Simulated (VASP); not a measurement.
# Ru (P6_3/mmc) in VASP: notebook

Ru is run at these levels: PBE; tasks: vibrations by perturbation theory.

Everything below comes from runs of VASP 6.6.1. Logs are shortened: lines on timing, memory, paths and dates and some standing lists are left out, and cuts for length are marked.

**1. The cell of the first run**

Symmetry: P6_3/mmc, No. 194, hexagonal system. Conventional cell: a = 2.722 Å, b = 2.722 Å, c = 4.297 Å, α = 90.00°, β = 90.00°, γ = 120.00°. Within 3.5 Å of Ru (site symmetry -6m2) lie 12 Ru at 2.66 to 2.72 Å.

**2. Vibrations by perturbation theory, PBE**

The input, INCAR:

```
SYSTEM = Ru
PREC     = Accurate       ! precision mode
ENCUT    = 520            ! plane-wave cutoff, eV
EDIFF    = 1E-8           ! SCF threshold, eV
ISMEAR   = -1             ! smearing method
SIGMA    = 0.15           ! smearing width, eV
LREAL    = .FALSE.        ! projectors in reciprocal space
LASPH    = .TRUE.         ! aspherical terms in the spheres
NELM     = 60             ! most SCF steps
ALGO     = Normal         ! electronic algorithm
ISIF     = 2              ! what is computed and relaxed
LWAVE    = .FALSE.        ! write WAVECAR
LCHARG   = .FALSE.        ! write CHGCAR
GGA      = PE             ! functional
IBRION   = 8              ! ionic algorithm
NSW      = 1              ! ionic steps
```

The input, KPOINTS:

```
Automatic mesh
0
G
  18 18 10
  0 0 0
```

The input, POSCAR:

```
Ru
1.0
    2.7222232908      0.0000000000      0.0000000000
   -1.3611116454      2.3575145246      0.0000000000
    0.0000000000      0.0000000000      4.2973136317
Ru
2
Direct
    0.3333333333      0.6666666667      0.2500000000
    0.6666666667      0.3333333333      0.7500000000
```

Potentials or basis: VASP PAW PBE potentials, release 64 (Ru_pv).

Started as:

```bash
$ cat potpaw_PBE.64/Ru_pv/POTCAR > POTCAR
$ mpirun -np 1 vasp_std > vasp.out
```

OUTCAR:

```text
SYSTEM = Ru
   PREC = Accurate
   ENCUT = 520
   EDIFF = 1E-8
   ISMEAR = -1
   LREAL = .FALSE.
   LASPH = .TRUE.
   NELM = 60
   ISIF = 2
   GGA = PE
   IBRION = 8
   NSW = 1

 ion  position               nearest neighbor table
   1  0.333  0.667  0.250-   2 2.66   2 2.66   2 2.66   2 2.66   2 2.66   2 2.66
   2  0.667  0.333  0.750-   1 2.66   1 2.66   1 2.66   1 2.66   1 2.66   1 2.66

  LATTYP: Found a hexagonal cell.
 ALAT       =     2.7222232908
 C/A-ratio  =     1.5786043879

  Lattice vectors:

 A1 = (   2.7222232908,   0.0000000000,   0.0000000000)
 A2 = (  -1.3611116454,   2.3575145246,   0.0000000000)
 A3 = (   0.0000000000,   0.0000000000,   4.2973136317)

Analysis of symmetry for initial positions (statically):
=====================================================================
 Subroutine PRICEL returns:
 Original cell was already a primitive cell.

 Routine SETGRP: Setting up the symmetry group for a
 hexagonal supercell.

 Subroutine GETGRP returns: Found 24 space group operations
 (whereof 12 operations were pure point group operations)
 out of a pool of 24 trial point group operations.

The static configuration has the point symmetry D_3d.
 The point group associated with its full space group is D_6h.

Analysis of symmetry for dynamics (positions and initial velocities):
=====================================================================
 Subroutine PRICEL returns:
 Original cell was already a primitive cell.

 Routine SETGRP: Setting up the symmetry group for a
 hexagonal supercell.

 Subroutine GETGRP returns: Found 24 space group operations
 (whereof 12 operations were pure point group operations)
 out of a pool of 24 trial point group operations.

The dynamic configuration has the point symmetry D_3d.
 The point group associated with its full space group is D_6h.

 Subroutine INISYM returns: Found 24 space group operations
 (whereof 12 operations are pure point group operations),
[... 666 lines left out ...]
  external PRESSURE =      -1.0095343 kB  Pullay stress =       0.0000000 kB

 VOLUME and BASIS-vectors are now :
 -----------------------------------------------------------------------------
  energy-cutoff  :      520.00
  volume of cell :       27.58
      direct lattice vectors                 reciprocal lattice vectors
     2.722223291  0.000000000  0.000000000     0.367346795  0.212087771  0.000000000
    -1.361111645  2.357514525  0.000000000     0.000000000  0.424175541  0.000000000
     0.000000000  0.000000000  4.297313632     0.000000000  0.000000000  0.232703518

 POSITION                                       TOTAL-FORCE (eV/Angst)
 -----------------------------------------------------------------------------------
     -0.00000      1.57168      1.07433         0.000000     -0.000000      0.000000
      1.36111      0.78584      3.22299        -0.000000      0.000000      0.000000
 -----------------------------------------------------------------------------------
    total drift:                               -0.000000      0.000000     -0.000000

  FREE ENERGIE OF THE ION-ELECTRON SYSTEM (eV)
  ---------------------------------------------------
  free  energy   TOTEN  =       -18.5312968097 eV

  energy  without entropy=      -18.4029203627  energy(sigma->0) =      -18.46710859

[... ionic steps 2 to 3 ...]

--------------------------------------- Ionic step        4  -------------------------------------------

------------------------ aborting loop because EDIFF is reached ----------------------------------------

[... ionic steps 5 to 5 ...]

--------------------------------------- Ionic step        6  -------------------------------------------

 Free energy of the ion-electron system (eV)
  ---------------------------------------------------
  ---------------------------------------------------
  free energy    TOTEN  =        -0.74008223 eV

  energy without entropy =       -0.74008223

------------------------ aborting loop because EDIFF is reached ----------------------------------------

 INTERNAL STRAIN TENSOR  FOR ION    1  DIRECTION 3   (eV/Angst):
 -----------------------------------------------------------------------------
    -0.05894  0.00000  0.00000
     0.00000 -0.05894 -0.00000
    -0.00000  0.00000  0.12419

 INTERNAL STRAIN TENSOR FOR ION    2 for displacements in x,y,z  (eV/Angst):
          X           Y           Z          XY          YZ          ZX
  --------------------------------------------------------------------------------
  x    -0.00000     0.00000     0.00000     2.64278     0.00000     0.00000
  y     2.64278    -2.64278     0.00000     0.00000     0.00000     0.00000
  z     0.00000     0.00000     0.00000     0.00000     0.00000     0.00000

 SECOND DERIVATIVES (NOT SYMMETRIZED)
 ------------------------------------
               1X          1Y          1Z          2X          2Y          2Z
  1X    -6.738835    0.000000    0.000000    6.738835    0.000000    0.000000
  1Y     0.000000   -6.738835    0.000000    0.000000    6.738835    0.000000
  1Z     0.000000    0.000000  -11.386105    0.000000    0.000000   11.386105
  2X     6.738835    0.000000    0.000000   -6.738835    0.000000    0.000000
  2Y     0.000000    6.738835    0.000000    0.000000   -6.738835    0.000000
  2Z     0.000000    0.000000   11.386105    0.000000    0.000000  -11.386105

 Eigenvectors and eigenvalues of the dynamical matrix
 ----------------------------------------------------

   1 f  =    7.420654 THz    46.625344 2PiTHz  247.526373 cm-1    30.689345 meV
             X         Y         Z           dx          dy          dz
     -0.000000  1.571676  1.074328     0.000000    0.000000   -0.707107
      1.361112  0.785838  3.222985     0.000000    0.000000    0.707107
[... 21 lines left out ...]
   6 f  =    0.000000 THz     0.000000 2PiTHz    0.000000 cm-1     0.000000 meV
             X         Y         Z           dx          dy          dz
     -0.000000  1.571676  1.074328     0.000000    0.000000    0.707107
      1.361112  0.785838  3.222985     0.000000    0.000000    0.707107

--------------------------------------------------------------------------------------------------------

 ELASTIC MODULI CONTR FROM IONIC RELAXATION (kBar)
 Direction    XX          YY          ZZ          XY          YZ          ZX
 --------------------------------------------------------------------------------
 XX         -60.2105     60.2105      0.0000      0.0000      0.0000      0.0000
 YY          60.2105    -60.2105      0.0000     -0.0000      0.0000     -0.0000
 ZZ           0.0000      0.0000      0.0000      0.0000      0.0000      0.0000
 XY           0.0000     -0.0000      0.0000    -60.2105      0.0000     -0.0000
 YZ           0.0000      0.0000      0.0000      0.0000      0.0000      0.0000
 ZX           0.0000     -0.0000      0.0000     -0.0000      0.0000     -0.0000
 --------------------------------------------------------------------------------
```

stdout:

```text
POSCAR found type information on POSCAR Ru
 POSCAR found :  1 types and       2 ions
 scaLAPACK will be used
 LDA part: xc-table for (Slater+PW92), standard interpolation
 POSCAR, INCAR and KPOINTS ok, starting setup
 FFT: planning ... GRIDC
 FFT: planning ... GRID_SOFT
 FFT: planning ... GRID
 WAVECAR not read
 entering main loop
[... 13 lines left out ...]
 -----------------------------------------------------------------------------

 Linear response reoptimize wavefunctions to high precision
 Linear response DOF=           2
 Linear response progress:
 first order change of Fermi-energy   0.22044E-06
 force on displaced ion       1 direction 1 :  -6.739   0.000   0.000
 Linear response progress:
 first order change of Fermi-energy   0.10068E-03
 force on displaced ion       1 direction 3 :  -0.000   0.000 -11.386
 Linear response finished
```

Run time: 28 min. Hardware: 1 thread of Oxide Virtual Turin-like, shared host; peak memory 0.87 GiB.

What came out:

| Item | Value |
| --- | --- |
| Highest phonon frequency at Γ | 248 cm⁻¹ |

Phonon frequencies in cm⁻¹ (negative: imaginary):
| q point | frequencies |
| --- | --- |
| (0.000, 0.000, 0.000) | 0 0 0 190 190 248 |

**3. Vibrations by perturbation theory, PBE**

The input, INCAR:

```
SYSTEM = Ru
PREC = Accurate
ENCUT = 520
EDIFF = 1E-8
ISMEAR = -1
SIGMA = 0.15
LREAL = .False.
LASPH = .True.
NELM = 80
ALGO = Fast
ISIF = 2
LWAVE = .False.
LCHARG = .False.
GGA = PE
NBANDS = 21
IBRION = 8
NSW = 1
```

The input, KPOINTS:

```
Automatic mesh
0
Gamma
  18 18 10
  0 0 0
```

The input, POSCAR:

```
Ru
1.0
    2.7222233240      0.0000000000      0.0000000000
   -1.3611116620      2.3575145533      0.0000000000
    0.0000000000      0.0000000000      4.2973135761
Ru
2
Direct
    0.3333333333      0.6666666667      0.2500000000
    0.6666666667      0.3333333333      0.7500000000
```

Potentials or basis: VASP PAW PBE potentials, release 64 (Ru_pv).

Started as:

```bash
$ cat potpaw_PBE.64/Ru_pv/POTCAR > POTCAR
$ mpirun -np 1 vasp_std > vasp.out
```

OUTCAR:

```text
SYSTEM = Ru
   PREC = Accurate
   ENCUT = 520
   EDIFF = 1E-8
   ISMEAR = -1
   LREAL = .False.
   LASPH = .True.
   NELM = 80
   ISIF = 2
   GGA = PE
   IBRION = 8
   NSW = 1

 ion  position               nearest neighbor table
   1  0.333  0.667  0.250-   2 2.66   2 2.66   2 2.66   2 2.66   2 2.66   2 2.66
   2  0.667  0.333  0.750-   1 2.66   1 2.66   1 2.66   1 2.66   1 2.66   1 2.66

  LATTYP: Found a hexagonal cell.
 ALAT       =     2.7222233240
 C/A-ratio  =     1.5786043482

  Lattice vectors:

 A1 = (   2.7222233240,   0.0000000000,   0.0000000000)
 A2 = (  -1.3611116620,   2.3575145533,   0.0000000000)
 A3 = (   0.0000000000,   0.0000000000,   4.2973135761)

Analysis of symmetry for initial positions (statically):
=====================================================================
 Subroutine PRICEL returns:
[... 813 lines left out ...]
    -0.05890  0.00000 -0.00000
     0.00000 -0.05890  0.00000
    -0.00000  0.00000  0.12430

 INTERNAL STRAIN TENSOR FOR ION    2 for displacements in x,y,z  (eV/Angst):
          X           Y           Z          XY          YZ          ZX
  --------------------------------------------------------------------------------
  x    -0.00000     0.00000     0.00000     2.64261     0.00000     0.00000
  y     2.64261    -2.64261     0.00000     0.00000     0.00000     0.00000
  z    -0.00000    -0.00000     0.00000     0.00000     0.00000     0.00000

 SECOND DERIVATIVES (NOT SYMMETRIZED)
 ------------------------------------
               1X          1Y          1Z          2X          2Y          2Z
  1X    -6.738264    0.000000    0.000000    6.738264    0.000000    0.000000
  1Y     0.000000   -6.738264    0.000000    0.000000    6.738264    0.000000
  1Z     0.000000    0.000000  -11.387868   -0.000000    0.000000   11.387868
  2X     6.738264    0.000000    0.000000   -6.738264    0.000000    0.000000
  2Y     0.000000    6.738264    0.000000    0.000000   -6.738264    0.000000
  2Z    -0.000000    0.000000   11.387868    0.000000    0.000000  -11.387868

 Eigenvectors and eigenvalues of the dynamical matrix
 ----------------------------------------------------

   1 f  =    7.421229 THz    46.628954 2PiTHz  247.545537 cm-1    30.691721 meV
             X         Y         Z           dx          dy          dz
     -0.000000  1.571676  1.074328     0.000000    0.000000   -0.707107
      1.361112  0.785838  3.222985    -0.000000    0.000000    0.707107
[... 16 lines left out ...]
   5 f  =    0.000000 THz     0.000000 2PiTHz    0.000000 cm-1     0.000000 meV
             X         Y         Z           dx          dy          dz
     -0.000000  1.571676  1.074328    -0.000000    0.000000    0.707107
      1.361112  0.785838  3.222985     0.000000    0.000000    0.707107

   6 f/i=    0.000000 THz     0.000000 2PiTHz    0.000000 cm-1     0.000000 meV
             X         Y         Z           dx          dy          dz
     -0.000000  1.571676  1.074328     0.707107   -0.000000   -0.000000
      1.361112  0.785838  3.222985     0.707107   -0.000000    0.000000

--------------------------------------------------------------------------------------------------------

 ELASTIC MODULI CONTR FROM IONIC RELAXATION (kBar)
 Direction    XX          YY          ZZ          XY          YZ          ZX
 --------------------------------------------------------------------------------
 XX         -60.2077     60.2077      0.0000      0.0000      0.0000      0.0000
 YY          60.2077    -60.2077      0.0000      0.0000      0.0000      0.0000
 ZZ           0.0000      0.0000      0.0000      0.0000      0.0000      0.0000
 XY           0.0000      0.0000      0.0000    -60.2077      0.0000      0.0000
 YZ           0.0000      0.0000      0.0000      0.0000      0.0000      0.0000
 ZX           0.0000      0.0000      0.0000      0.0000      0.0000      0.0000
 --------------------------------------------------------------------------------
```

It took 43 min on 1 thread of Oxide Virtual Turin-like, shared host; peak memory 0.98 GiB.

Results:

* Highest phonon frequency at Γ: 248 cm⁻¹

Phonon frequencies in cm⁻¹ (negative: imaginary):
| q point | frequencies |
| --- | --- |
| (0.000, 0.000, 0.000) | 0 0 0 190 190 248 |
